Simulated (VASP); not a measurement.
Zn3Sb4O6F6: electric field gradients with PBE

The system is Zn3Sb4O6F6.

```
Zn Sb O F
1.0
    -4.06455    4.06455    4.06455
     4.06455   -4.06455    4.06455
     4.06455    4.06455   -4.06455
Zn Sb O F
3 4 6 6
Direct
  0.00000 0.50000 0.50000
  0.50000 0.00000 0.50000
  0.50000 0.50000 0.00000
  0.32078 0.00000 0.00000
  0.00000 0.00000 0.32078
  0.00000 0.32078 0.00000
  0.67922 0.67922 0.67922
  0.00000 0.74960 0.74960
  0.25040 0.00000 0.25040
  0.00000 0.25040 0.25040
  0.74960 0.00000 0.74960
  0.25040 0.25040 0.00000
  0.74960 0.74960 0.00000
  0.25000 0.75000 0.50000
  0.75000 0.25000 0.50000
  0.50000 0.25000 0.75000
  0.50000 0.75000 0.25000
  0.75000 0.50000 0.25000
  0.25000 0.50000 0.75000
```

* Program: VASP 6.6.1
* Task: electric field gradients
* Functional: PBE
* Potentials or basis: VASP PAW PBE potentials, release 64 (Zn, Sb, O, F)
* Cutoff: 520 eV
* k mesh: 4 × 4 × 4
* Occupations: fermi-dirac, width 0.02 eV
* Spin: no spin polarisation
* Dipole correction: no
* Further INCAR settings: LREAL = Auto; ALGO = Normal; EDIFF = 1e-08; NBANDS = 82

The pressure is 7.5 GPa. The largest force is 1.148 eV/Å. The band gap on the k mesh is 3.06 eV. The largest electric field gradient by atom is Zn -27.2; Sb -350.8; O +89.3; F +84.1 V/Å².

Forces in eV/Å, atoms in the order of the input:
```
Zn   0.000  0.000  0.000
Zn   0.000  0.000  0.000
Zn   0.000  0.000  0.000
Sb  -0.663  0.663  0.663
Sb   0.663  0.663 -0.663
Sb   0.663 -0.663  0.663
Sb  -0.663 -0.663 -0.663
O   -0.064  0.000  0.000
O    0.000  0.064  0.000
O    0.064  0.000  0.000
O    0.000 -0.064  0.000
O    0.000  0.000  0.064
O    0.000  0.000 -0.064
F    0.000  0.000  0.000
F    0.000  0.000  0.000
F    0.000  0.000  0.000
F    0.000  0.000  0.000
F    0.000  0.000  0.000
F    0.000  0.000  0.000
```

Levels at points of the mesh, in eV from the valence-band top:
| k point | band 65 | band 66 | band 67 | band 68 | band 69 | band 70 |
| --- | --- | --- | --- | --- | --- | --- |
| (0.00, 0.00, 0.00) | -0.02 | 0.00 | 0.00 | 4.32 | 4.32 | 5.01 |
| (0.50, 0.00, 0.00) | -0.53 | -0.40 | -0.23 | 3.96 | 4.25 | 4.61 |
| (0.50, 0.50, 0.50) | -0.34 | 0.00 | 0.00 | 3.06 | 3.06 | 5.22 |

Electric field gradients, principal values (V/Å²):
| atom | least | middle | greatest (by size) |
| --- | --- | --- | --- |
| 1 Zn | 13.577 | 13.593 | -27.171 |
| 2 Zn | 13.577 | 13.593 | -27.171 |
| 3 Zn | 13.577 | 13.593 | -27.171 |
| 4 Sb | 175.402 | 175.403 | -350.805 |
| 5 Sb | 175.402 | 175.403 | -350.805 |
| 6 Sb | 175.402 | 175.403 | -350.805 |
| 7 Sb | 175.403 | 175.403 | -350.805 |
| 8 O | -3.978 | -85.299 | 89.277 |
| 9 O | -3.978 | -85.300 | 89.278 |
| 10 O | -3.978 | -85.300 | 89.278 |
| 11 O | -3.978 | -85.299 | 89.277 |
| 12 O | -3.978 | -85.300 | 89.278 |
| 13 O | -3.978 | -85.299 | 89.277 |
| 14 F | -42.038 | -42.044 | 84.081 |
| 15 F | -42.038 | -42.044 | 84.081 |
| 16 F | -42.038 | -42.044 | 84.081 |
| 17 F | -42.038 | -42.044 | 84.081 |
| 18 F | -42.038 | -42.044 | 84.081 |
| 19 F | -42.038 | -42.044 | 84.081 |

Wall time 7.4 min on 1 thread of Intel(R) Xeon(R) Platinum 8488C (Sapphire Rapids) (shared host), peak memory 0.46 GiB.

Caveat: the cell stands under pressure; without QUAD_EFG the Cq values of the log hold for a quadrupole moment of 1 mb, not for the nuclei; spin-orbit coupling is left out, which moves the levels of the heavy elements; forces of over 1 eV/Å act on the atoms, so gaps and moduli don't describe the material at rest. A k mesh can miss the band edges.
